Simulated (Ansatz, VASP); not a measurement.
## One calculation of Ti3Al, two programs

File INCAR:

```
SYSTEM = Ti3Al
  PREC = Accurate
  ENCUT = 520
  EDIFF = 1E-6
  ISMEAR = 0
  SIGMA = 0.15
  LREAL = .FALSE.
  LASPH = .TRUE.
  NELM = 100
  ALGO = Fast
  ISIF = 2
  LWAVE = .FALSE.
  LCHARG = .TRUE.
  GGA = PS
  LELF = .TRUE.
  LVHAR = .TRUE.
  NBANDS = 28
```

KPOINTS

```
Automatic mesh
0
G
  18 18 6
  0 0 0
```

POSCAR

```
Ti3Al
1.0
    2.7006124562      0.0000000000      0.0000000000
   -1.3503062281      2.3387989929      0.0000000000
    0.0000000000      0.0000000000     10.2245187592
Ti Al
3 1
Direct
    0.6666666667      0.3333333333      0.0000000000
    0.3333333333      0.6666666667      0.7511732072
    0.3333333333      0.6666666667      0.2488267928
    0.6666666667      0.3333333333      0.5000000000
```

Input for Ansatz:

```yaml
crystal:
  lattice:
    - [2.7006124562, 0.0, 0.0]
    - [-1.3503062281, 2.3387989929, 0.0]
    - [0.0, 0.0, 10.2245187592]
  atoms:
    - { symbol: Ti, position: [0.6666666667, 0.3333333333, 0.0] }
    - { symbol: Ti, position: [0.3333333333, 0.6666666667, 0.7511732072] }
    - { symbol: Ti, position: [0.3333333333, 0.6666666667, 0.2488267928] }
    - { symbol: Al, position: [0.6666666667, 0.3333333333, 0.5] }
basis:
  ecutwfc: 520.0
kpoints:
  mp_grid: { grid: [18, 18, 6] }
hamiltonian:
  xc: pbesol
  pseudopotentials: { kind: paw, azcp: { folder: soft_1 } }
scf:
  occupations: { method: gaussian, width: 0.15 }
output:
  forces: true
  stress: true
  eigenvalues: true
  write_density: true
  write_potential: true
  elf: true
  volumetric_format: npy
```

Alike in both runs: task single point; functional PBEsol; k mesh 18 × 18 × 6; occupations gaussian, width 0.15 eV; no spin polarisation.

|  | VASP | Ansatz |
| --- | --- | --- |
| version | VASP 6.6.1 | Ansatz 0.2.0 |
| potentials or method | VASP PAW PBE potentials, release 64 (Ti_sv, Al), cutoff 520 eV | scalar-relativistic, plane waves, PAW |
| valence electrons in the cell | 39 | 39 |

```csv
,VASP,Ansatz,Ansatz less VASP
gap on the k mesh at the Fermi level (eV),none,none,-
pressure (GPa),2.8,2.9,+0.19
"traceless stress, the component that is largest in VASP (GPa)",-13.51,-13.62,-0.106
rms of the force components (eV/Å),0.237,0.241,+0.0037
```

VASP's potentials were made for PBE, not for PBEsol, and Ansatz warns of the same on its side. Atom by atom the forces differ by 0.004 eV/Å (rms over components). A gap of «none» marks a metal or a gap that the smearing closes.
